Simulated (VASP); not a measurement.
Here is a VASP 6.6.1 calculation.

INCAR

```
SYSTEM = Mo2As2C3
PREC     = Accurate       ! precision mode
ENCUT    = 520            ! plane-wave cutoff, eV
EDIFF    = 1E-7           ! SCF threshold, eV
ISMEAR   = 1              ! smearing method
SIGMA    = 0.0506         ! smearing width, eV
LREAL    = .FALSE.        ! projectors in reciprocal space
LASPH    = .TRUE.         ! aspherical terms in the spheres
NELM     = 60             ! most SCF steps
ALGO     = Normal         ! electronic algorithm
ISIF     = 2              ! what is computed and relaxed
LWAVE    = .FALSE.        ! write WAVECAR
LCHARG   = .FALSE.        ! write CHGCAR
GGA      = PS             ! functional
NBANDS   = 34             ! bands
```

The input KPOINTS:

```
regular mesh
0
G
  6 6 4
  0 0 0
```

Contents of POSCAR:

```
Mo2As2C3
1.0
    0.0000000000      3.1968160000      0.0000000000
    5.6509620000     -1.5984080000      0.0000000000
    2.1509460000      0.0000000000     -5.0403820000
As Mo C
2 2 3
Direct
    0.3914700000      0.7829400000      0.8193700000
    0.6085300000      0.2170600000      0.1806300000
    0.1576600000      0.3153200000      0.6741000000
    0.8423400000      0.6846800000      0.3259000000
    0.2512000000      0.5024000000      0.2680000000
    0.7488000000      0.4976000000      0.7320000000
    0.0000000000      0.0000000000      0.0000000000
```

Potentials or basis: VASP PAW PBE potentials, release 64 (As, Mo_sv, C).

The run is started by

```console
$ cat potpaw_PBE.64/As/POTCAR potpaw_PBE.64/Mo_sv/POTCAR potpaw_PBE.64/C/POTCAR > POTCAR
$ mpirun -np 1 vasp_std > vasp.out
```

Q: What does it give for the largest force?

A: 1.662 eV/Å.

Q: What does it give for the pressure?

A: 8.7 GPa.

Stress tensor (GPa, compression positive):
```
 4.87  0.00  7.80
 0.00  5.84  0.00
 7.80  0.00 15.37
```

Caveat: the cell stands under pressure; the PAW data sets were made with another functional, which shifts forces and pressure a little.
